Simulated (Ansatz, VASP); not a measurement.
## One calculation of Si2Ni, two programs

```
CELL_PARAMETERS angstrom
0.00000 2.70300 2.70300
2.70300 0.00000 2.70300
2.70300 2.70300 0.00000
ATOMIC_POSITIONS crystal
Ni 0.00000 0.00000 0.00000
Si 0.75000 0.75000 0.75000
Si 0.25000 0.25000 0.25000
```

Alike in both runs: task single point; functional PBE; k mesh 7 × 7 × 7; occupations fermi-dirac, width 0.05 eV; collinear spin; fixed moment 0.5 μB.

|  | VASP | Ansatz |
| --- | --- | --- |
| version | VASP 6.6.1 | Ansatz 0.2.0 |
| potentials or method | VASP PAW PBE potentials, release 64 (Ni_sv_GW, Si) | Ansatz PAW |
| plane-wave cutoff (eV) | 690 | 420 |
| valence electrons in the cell | 26 | 26 |

Ansatz gave:

| Quantity | Value |
| --- | --- |
| pressure (GPa) | 4.5 |
| net moment per atom (μB) | 0.17 |
| size of the moment on the site where the two differ most (μB) | 0.07 |

Question: What did VASP give for the same quantities?

Answer: Pressure (GPa): 4.3; net moment per atom (μB): 0.17; size of the moment on the site where the two differ most (μB): 0.07.

Site moments also hang on the region over which each program counts them. With one functional, cell and mesh, what is left measures potentials, basis and numerics.
